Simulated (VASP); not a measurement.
Al2Cu, 6 atoms in the cell. Symmetry: I4/mcm, No. 140, tetragonal system. The conventional cell has a = 6.143 Å, b = 6.143 Å, c = 4.744 Å, α = 90.00°, β = 90.00°, γ = 90.00°. Within 3.4 Å of Al (site symmetry m2m) lie 4 Cu at 2.60 Å and 11 Al at 2.72 to 3.28 Å. Cu (site symmetry 422) has 2 Cu at 2.37 Å and 8 Al at 2.60 Å within 3.1 Å. 

| Quantity | Value |
| --- | --- |
| Program | VASP 6.6.1 |
| Task | relaxation of cell and atoms |
| Functional | PBE |
| Potentials or basis | VASP PAW PBE potentials, release 64 (Al, Cu) |
| Cutoff | 600 eV |
| k mesh | 10 × 10 × 10 |
| Occupations | gaussian, width 0.1 eV |
| Spin | no spin polarisation |
| Dipole correction | no |
| Further INCAR settings | ALGO = Fast; EDIFF = 1e-06; IBRION = 2; EDIFFG = -0.01; NSW = 100; ISIF = 3 |

Potentials or basis: VASP PAW PBE potentials, release 64 (Al, Cu).

Run with:

```bash
$ cat potpaw_PBE.64/Al/POTCAR potpaw_PBE.64/Cu/POTCAR > POTCAR
$ mpirun -np 1 vasp_std > vasp.out
```

Hardware: 1 thread of Oxide Virtual Turin-like Processor (shared host).

Estimate the wall time of this run.

Wall time 23 min on 1 thread of Oxide Virtual Turin-like Processor, with other jobs on the host, peak memory 0.37 GiB. Counts: scf iterations 97, k points 102, ion steps 11.
